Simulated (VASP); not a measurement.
The system is KCd2P2.

```
CELL_PARAMETERS angstrom
5.36518 0.00000 0.00000
-2.68259 4.64639 0.00000
0.00000 0.00000 5.26844
ATOMIC_POSITIONS crystal
K 0.00000 0.00000 0.00000
Cd 0.33333 0.66667 0.50000
Cd 0.66667 0.33333 0.50000
P 0.33333 0.66667 0.00000
P 0.66667 0.33333 0.00000
```

The cell was generated, and may not be a known phase.

* Program: VASP 6.6.1
* Task: relaxation of cell and atoms
* Functional: PBE
* Potentials or basis: VASP PAW PBE potentials, release 64 (K_sv, Cd, P)
* Cutoff: 500 eV
* k mesh: 6 × 6 × 4
* Occupations: gaussian, width 0.1 eV
* Spin: no spin polarisation

At the start: pressure 1.2 GPa; volume 26.27 Å³/atom.

Problem. How do energy, volume and symmetry change on relaxing?

Solution. Over 13 steps the energy falls by 23.6 meV/atom and the volume is 29.26 Å³/atom (+11.4 %); space group P6/mmm (No. 191, to 0.1 Å) before and after.

The path:
```
step  energy change (eV)  largest force (eV/Å)  pressure (GPa)  volume (Å³)
   1              0.0000                0.0000            1.20       131.34
   2             -0.0204                0.0000            0.35       135.12
   3             -0.0241                0.0000           -0.18       137.77
   4             -0.0351                0.0000           -0.17       138.67
   5             -0.0651                0.0000           -0.09       141.29
   6             -0.0962                0.0000            0.77       146.00
   7             -0.0979                0.0000            0.01       143.04
   8             -0.1167                0.0000            0.29       144.56
   9             -0.1168                0.0000            0.31       144.68
  10             -0.1132                0.0000           -0.34       149.27
  11             -0.1179                0.0000            0.09       146.19
  12             -0.1174                0.0000           -0.14       146.48
  13             -0.1182                0.0000            0.00       146.30
```

Final structure:
```
K Cd P
1.0
     5.82031    0.00000    0.00000
    -2.91015    5.04054    0.00000
     0.00000    0.00000    4.98677
K Cd P
1 2 2
Direct
  0.00000 0.00000 0.00000
  0.33333 0.66667 0.50000
  0.66667 0.33333 0.50000
  0.33333 0.66667 0.00000
  0.66667 0.33333 0.00000
```
